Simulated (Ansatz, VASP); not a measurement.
**LiF in VASP and in Ansatz**

```
CELL_PARAMETERS angstrom
3.09905 0.00000 0.00000
-1.54953 2.68386 0.00000
0.00000 0.00000 4.88132
ATOMIC_POSITIONS crystal
Li 0.33333 0.66667 0.38398
Li 0.66667 0.33333 0.88398
F 0.33333 0.66667 0.99102
F 0.66667 0.33333 0.49102
```

Alike in both runs: task single point; functional LDA; k mesh 9 × 9 × 6; occupations gaussian, width 0.05 eV; no spin polarisation.

```csv
,VASP,Ansatz
version,VASP 6.6.1,Ansatz 0.2.0
potentials or method,"VASP PAW LDA potentials, release 64 (Li_sv, F), cutoff 520 eV","scalar-relativistic, plane waves, PAW"
valence electrons in the cell,20,20
```

|  | VASP | Ansatz | Ansatz less VASP |
| --- | --- | --- | --- |
| gap on the k mesh at the Fermi level (eV) | 7.35 | 7.37 | +0.014 |
| least direct gap on the mesh (eV) | 7.35 | 7.37 | +0.014 |
| rms of the force components (eV/Å) | 0.049 | 0.049 | +0.0001 |

LDA's correlation is that of Perdew and Zunger in VASP and of Perdew and Wang (1992) in Ansatz. Atom by atom the forces differ by 0.000 eV/Å (rms over components).

Noted on VASP's run: the cutoff is short for stress, so the pressure is rough.
